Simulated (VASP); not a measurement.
# CaPtC4N4 (P-43m) in VASP: single point with PBE

Aim: the single point of CaPtC4N4 with PBE.

Program: VASP 6.6.1. These are calculated values, not measurements. Logs are shortened: lines on timing, memory, paths and dates and some standing lists are left out, and cuts for length are marked.

### 1 The cell of the first run

It takes space group P-43m (No. 215, cubic). Conventional cell: a = 6.101 Å, b = 6.101 Å, c = 6.101 Å, α = 90.00°, β = 90.00°, γ = 90.00°. Ca (site symmetry -43m) has 4 C at 2.11 Å within 2.8 Å. Within 2.7 Å of Pt (site symmetry -43m) lie 4 N at 2.01 Å. Within 1.6 Å of C (site symmetry 3m) lie 1 N at 1.17 Å. Within 1.6 Å of N (site symmetry 3m) lie 1 C at 1.17 Å.

### 2 Single point, PBE

Input file INCAR:

```
SYSTEM = CaPtC4N4
PREC = Accurate
ENCUT = 700
EDIFF = 1E-6
ISMEAR = 0
SIGMA = 0.1
LREAL = .FALSE.
LASPH = .TRUE.
NELM = 120
ALGO = Normal
ISIF = 2
LWAVE = .FALSE.
LCHARG = .FALSE.
GGA = PE
NBANDS = 43
GGA_COMPAT = .FALSE.
```

Input file KPOINTS:

```
Automatic mesh
0
G
  4 4 4
  0 0 0
```

Input file POSCAR:

```
CaPtC4N4
1.0
    6.1008602900      0.0000000000      0.0000000000
    0.0000000000      6.1008602900      0.0000000000
    0.0000000000      0.0000000000      6.1008602900
Ca Pt C N
1 1 4 4
Direct
    0.0000000000      0.0000000000      0.0000000000
    0.5000000000      0.5000000000      0.5000000000
    0.1992997100      0.1992997100      0.1992997100
    0.1992997100      0.8007002900      0.8007002900
    0.8007002900      0.1992997100      0.8007002900
    0.8007002900      0.8007002900      0.1992997100
    0.3100217700      0.3100217700      0.3100217700
    0.3100217700      0.6899782300      0.6899782300
    0.6899782300      0.3100217700      0.6899782300
    0.6899782300      0.6899782300      0.3100217700
```

Potentials or basis: VASP PAW PBE potentials, release 64 (Ca_sv, Pt_sv_GW, C, N).

Launch:

```bash
> cat potpaw_PBE.64/Ca_sv/POTCAR potpaw_PBE.64/Pt_sv_GW/POTCAR potpaw_PBE.64/C/POTCAR potpaw_PBE.64/N/POTCAR > POTCAR
> mpirun -np 1 vasp_std > vasp.out
```

OUTCAR:

```text
SYSTEM = CaPtC4N4
   PREC = Accurate
   ENCUT = 700
   EDIFF = 1E-6
   ISMEAR = 0
   LREAL = .FALSE.
   LASPH = .TRUE.
   NELM = 120
   ISIF = 2
   GGA = PE

 ion  position               nearest neighbor table
   1  0.000  0.000  0.000-   3 2.11   4 2.11   5 2.11   6 2.11
   2  0.500  0.500  0.500-   7 2.01   8 2.01   9 2.01  10 2.01
   3  0.199  0.199  0.199-   7 1.17   1 2.11
   4  0.199  0.801  0.801-   8 1.17   1 2.11
   5  0.801  0.199  0.801-   9 1.17   1 2.11
   6  0.801  0.801  0.199-  10 1.17   1 2.11
   7  0.310  0.310  0.310-   3 1.17   2 2.01
   8  0.310  0.690  0.690-   4 1.17   2 2.01
   9  0.690  0.310  0.690-   5 1.17   2 2.01
  10  0.690  0.690  0.310-   6 1.17   2 2.01

  LATTYP: Found a simple cubic cell.
 ALAT       =     6.1008602900

  Lattice vectors:

 A1 = (   6.1008602900,   0.0000000000,   0.0000000000)
 A2 = (   0.0000000000,   6.1008602900,   0.0000000000)
 A3 = (   0.0000000000,   0.0000000000,   6.1008602900)

Analysis of symmetry for initial positions (statically):
=====================================================================
 Subroutine PRICEL returns:
 Original cell was already a primitive cell.

 Routine SETGRP: Setting up the symmetry group for a
 simple cubic supercell.

 Subroutine GETGRP returns: Found 24 space group operations
 (whereof 24 operations were pure point group operations)
 out of a pool of 48 trial point group operations.

The static configuration has the point symmetry T_d .

Analysis of symmetry for dynamics (positions and initial velocities):
=====================================================================
 Subroutine PRICEL returns:
 Original cell was already a primitive cell.

 Routine SETGRP: Setting up the symmetry group for a
 simple cubic supercell.

 Subroutine GETGRP returns: Found 24 space group operations
 (whereof 24 operations were pure point group operations)
 out of a pool of 48 trial point group operations.

The dynamic configuration has the point symmetry T_d .

 Subroutine INISYM returns: Found 24 space group operations
 (whereof 24 operations are pure point group operations),
 and found     1 'primitive' translations

----------------------------------------------------------------------------------------

                                     Primitive cell

  volume of cell :     227.0770

  direct lattice vectors                    reciprocal lattice vectors
     6.100860290  0.000000000  0.000000000     0.163911310  0.000000000  0.000000000
     0.000000000  6.100860290  0.000000000     0.000000000  0.163911310  0.000000000
     0.000000000  0.000000000  6.100860290     0.000000000  0.000000000  0.163911310

  length of vectors
     6.100860290  6.100860290  6.100860290     0.163911310  0.163911310  0.163911310

  position of ions in fractional coordinates (direct lattice)
     0.000000000  0.000000000  0.000000000
     0.500000000  0.500000000  0.500000000
     0.199299710  0.199299710  0.199299710
     0.199299710  0.800700290  0.800700290
     0.800700290  0.199299710  0.800700290
     0.800700290  0.800700290  0.199299710
     0.310021770  0.310021770  0.310021770
     0.310021770  0.689978230  0.689978230
     0.689978230  0.310021770  0.689978230
     0.689978230  0.689978230  0.310021770

  ion indices of the primitive-cell ions
   primitive index   ion index
                 1           1
                 2           2
                 3           3
                 4           4
                 5           5
                 6           6
                 7           7
                 8           8
                 9           9
                10          10

----------------------------------------------------------------------------------------

 KPOINTS: Automatic mesh

Automatic generation of k-mesh.
 Grid dimensions read from file:
 generate k-points for:    4    4    4

 Generating k-lattice:

  Cartesian coordinates                     Fractional coordinates (reciprocal lattice)
     0.040977827  0.000000000  0.000000000     0.250000000  0.000000000  0.000000000
     0.000000000  0.040977827  0.000000000     0.000000000  0.250000000  0.000000000
     0.000000000  0.000000000  0.040977827     0.000000000  0.000000000  0.250000000

  Length of vectors
     0.040977827  0.040977827  0.040977827

  Shift w.r.t. Gamma in fractional coordinates (k-lattice)
     0.000000000  0.000000000  0.000000000

 Subroutine IBZKPT returns following result:
 ===========================================

 Found     10 irreducible k-points:

 Following reciprocal coordinates:
            Coordinates               Weight
  0.000000  0.000000  0.000000      1.000000
  0.250000  0.000000  0.000000      6.000000
  0.500000  0.000000  0.000000      3.000000
  0.250000  0.250000  0.000000     12.000000
  0.500000  0.250000  0.000000     12.000000
  0.500000  0.500000  0.000000      3.000000
  0.250000  0.250000  0.250000      8.000000
  0.500000  0.250000  0.250000     12.000000
  0.500000  0.500000  0.250000      6.000000
  0.500000  0.500000  0.500000      1.000000
   k-points           NKPTS =     10   k-points in BZ     NKDIM =     10   number of bands    NBANDS=     43
   number of dos      NEDOS =    301   number of ions     NIONS =     10
   total plane-waves  NPLWV = 157464
   dimension x,y,z NGX =    54 NGY =   54 NGZ =   54
   dimension x,y,z NGXF=   108 NGYF=  108 NGZF=  108
   ions per type =               1   1   4   4
   NGX,Y,Z   is equivalent  to a cutoff of  14.71, 14.71, 14.71 a.u.
   NGXF,Y,Z  is equivalent  to a cutoff of  29.43, 29.43, 29.43 a.u.
 SYSTEM =  CaPtC4N4
   PREC   = accura    normal or accurate (medium, high low for compatibility)
   ISTART =      0    job   : 0-new  1-cont  2-samecut
   ICHARG =      2    charge: 1-file 2-atom 10-const
   ISPIN  =      1    spin polarized calculation?
   LNONCOLLINEAR =      F non collinear calculations
   LSORBIT =      F    spin-orbit coupling
   LASPH  =      T    aspherical Exc in radial PAW
   ENCUT  =  700.0 eV  51.45 Ry    7.17 a.u.  13.16 13.16 13.16*2*pi/ulx,y,z
   NELM   =    120;   NELMIN=  2; NELMDL= -5     # of ELM steps
   EDIFF  = 0.1E-05   stopping-criterion for ELM
   LREAL  =      F    real-space projection
   EDIFFG = 0.1E-04   stopping-criterion for IOM
   NSW    =      0    number of steps for IOM
   IBRION =     -1    ionic relax: 0-MD 1-quasi-New 2-CG
   NFREE  =      0    steps in history (QN), initial steepest desc. (CG)
   ISIF   =      2    stress and relaxation
   ISYM   =      2    0-nonsym 1-usesym 2-fastsym
   POTIM  = 0.5000    time-step for ionic-motion
   TEBEG  =    0.0;   TEEND  =   0.0 temperature during run
   PSTRESS=    0.0 pullay stress
   NELECT =      64.0000    total number of electrons
   NUPDOWN=      -1.0000    fix difference up-down
   EMIN   =  10.00;   EMAX   =-10.00  energy-range for DOS
   EFERMI =   0.00;   METHOD = LEGACY
   ISMEAR =     0;   SIGMA  =   0.10  broadening in eV -4-tet -1-fermi 0-gaus
   EFERMI_NEDOS =   21; number of points for ismear=-14 and -15
   IALGO  =     38    algorithm
   IMIX   =      4    mixing-type and parameters
     AMIX     =   0.40;   BMIX     =  1.00
     AMIX_MAG =   1.60;   BMIX_MAG =  1.00
  volume/ion in A,a.u.               =      22.71       153.24
  Fermi-wavevector in a.u.,A,eV,Ry     =   1.073356  2.028349 15.675175  1.152093
  Thomas-Fermi vector in A             =   2.209153
   LORBIT       =      0    0 simple, 1 ext, 2 COOP (PROOUT), +10 PAW based schemes
   GGA     = PE    functional components
   LHFCALC =     F    Hartree Fock is set to
   AEXX    =    0.0000 exact exchange contribution
   IVDW    =     0    specifies the selected vdW correction
   LEPSILON=     F    determine dielectric tensor
   LRPA    =     F    only Hartree local field effects (RPA)
 non-spin polarized calculation
 Gauss-broadening in eV      SIGMA  =   0.10
  energy-cutoff  :      700.00
  volume of cell :      227.08
 maximum number of plane-waves:      9627
 NGX is ok and might be reduce to    54
   NGX = 27   NGY = 27   NGZ = 27

 number of electron      63.9999995 magnetization

 Free energy of the ion-electron system (eV)
  ---------------------------------------------------
  ext. energy  EPLUGINS =         0.00000000
  ---------------------------------------------------
  free energy    TOTEN  =       -69.89540495 eV

  energy without entropy =      -69.75977839  energy(sigma->0) =      -69.82759167

 E-fermi :  -1.2758     XC(G=0):  -6.9628

 val. band max:       -1.2814862021   @ k =   0.5000   0.2500   0.2500
 cond. band min:      -1.2723588878   @ k =   0.5000   0.2500   0.0000
 fundamental gap:      0.0091273144
 Fermi energy:        -1.2758281517

 k-point     1 :       0.0000    0.0000    0.0000
  band No.  band energies     occupation
      1     -99.9445      2.00000
      2     -54.0777      2.00000
      3     -54.0777      2.00000
      4     -54.0777      2.00000
      5     -38.7093      2.00000
      6     -20.1072      2.00000
[... 35 lines left out ...]
     42       4.2053      0.00000
     43       6.2568      0.00000

 k-point     2 :       0.2500    0.0000    0.0000
  band No.  band energies     occupation
      1     -99.9444      2.00000
      2     -54.0777      2.00000
      3     -54.0777      2.00000
      4     -54.0777      2.00000
      5     -38.7093      2.00000
      6     -20.1085      2.00000
[... 35 lines left out ...]
     42       4.4031      0.00000
     43       5.9939      0.00000

 k-point     3 :       0.5000    0.0000    0.0000
  band No.  band energies     occupation
      1     -99.9444      2.00000
      2     -54.0777      2.00000
      3     -54.0777      2.00000
      4     -54.0777      2.00000
      5     -38.7092      2.00000
      6     -20.1098      2.00000
[... 275 lines left out ...]
      6     -20.1082      2.00000
[... 35 lines left out ...]
     42       5.0518      0.00000
     43       6.1053      0.00000

 k-point    10 :       0.5000    0.5000    0.5000
  band No.  band energies     occupation
      1     -99.9444      2.00000
      2     -54.0777      2.00000
      3     -54.0777      2.00000
      4     -54.0777      2.00000
      5     -38.7092      2.00000
      6     -20.1081      2.00000
[... 35 lines left out ...]
     42       5.1431      0.00000
     43       6.2531      0.00000

------------------------ aborting loop because EDIFF is reached ----------------------------------------

  FORCE on cell =-STRESS in cart. coord.  units (eV):
  Direction    XX          YY          ZZ          XY          YZ          ZX
  --------------------------------------------------------------------------------------
  -------------------------------------------------------------------------------------
  Total       14.5983743     14.5983743     14.5983743      0.0000000     -0.0000000     -0.0000000
  in kB      103.0010943    103.0010943    103.0010943      0.0000000     -0.0000000     -0.0000000
  external PRESSURE =     103.0010943 kB  Pullay stress =       0.0000000 kB

 VOLUME and BASIS-vectors are now :
 -----------------------------------------------------------------------------
  energy-cutoff  :      700.00
  volume of cell :      227.08
      direct lattice vectors                 reciprocal lattice vectors
     6.100860290  0.000000000  0.000000000     0.163911310  0.000000000  0.000000000
     0.000000000  6.100860290  0.000000000     0.000000000  0.163911310  0.000000000
     0.000000000  0.000000000  6.100860290     0.000000000  0.000000000  0.163911310

 POSITION                                       TOTAL-FORCE (eV/Angst)
 -----------------------------------------------------------------------------------
      0.00000      0.00000      0.00000         0.000000     -0.000000     -0.000000
      3.05043      3.05043      3.05043         0.000000     -0.000000      0.000000
      1.21590      1.21590      1.21590         1.802707      1.802707      1.802707
      1.21590      4.88496      4.88496         1.802707     -1.802707     -1.802707
      4.88496      1.21590      4.88496        -1.802707      1.802707     -1.802707
      4.88496      4.88496      1.21590        -1.802707     -1.802707      1.802707
      1.89140      1.89140      1.89140         0.308140      0.308140      0.308140
      1.89140      4.20946      4.20946         0.308140     -0.308140     -0.308140
      4.20946      1.89140      4.20946        -0.308140      0.308140     -0.308140
      4.20946      4.20946      1.89140        -0.308140     -0.308140      0.308140
 -----------------------------------------------------------------------------------
    total drift:                               -0.000000     -0.000000      0.000000

  FREE ENERGIE OF THE ION-ELECTRON SYSTEM (eV)
  ---------------------------------------------------
  free  energy   TOTEN  =       -69.8954049537 eV

  energy  without entropy=      -69.7597783923  energy(sigma->0) =      -69.82759167
```

It took 3.2 min on 1 thread of AMD EPYC 7R13 (Zen 3), shared host; peak memory 0.47 GiB.

Results:

```
Free energy            : -69.8954 eV
Pressure               : 10.3 GPa
Largest force          : 3.122 eV/Å
Band gap on the k mesh : zero (bands 32 and 33 overlap by 0.08 eV)
```

Forces in eV/Å, atoms in the order of the input:
```
Ca   0.000  0.000  0.000
Pt   0.000  0.000  0.000
C    1.803  1.803  1.803
C    1.803 -1.803 -1.803
C   -1.803  1.803 -1.803
C   -1.803 -1.803  1.803
N    0.308  0.308  0.308
N    0.308 -0.308 -0.308
N   -0.308  0.308 -0.308
N   -0.308 -0.308  0.308
```

Levels at points of the mesh, in eV from the Fermi level:
```tsv
k point	band 29	band 30	band 31	band 32	band 33	band 34	band 35	band 36	band 37	band 38
(0.00, 0.00, 0.00)	-1.65	-1.65	-0.05	-0.05	-0.05	3.79	3.79	3.82	3.82	3.82
(0.50, 0.00, 0.00)	-1.56	-1.44	-0.11	-0.03	-0.03	3.44	3.67	3.89	3.95	3.95
(0.50, 0.50, 0.00)	-1.50	-1.37	-0.14	0.03	0.03	3.60	3.62	3.81	3.81	4.27
(0.50, 0.50, 0.50)	-1.50	-1.50	0.00	0.00	0.00	3.90	3.90	3.94	3.94	3.94
```

Caveat: the cell stands under pressure; spin-orbit coupling is left out, which moves the levels of the heavy elements; forces of over 1 eV/Å act on the atoms, so gaps and moduli don't describe the material at rest.
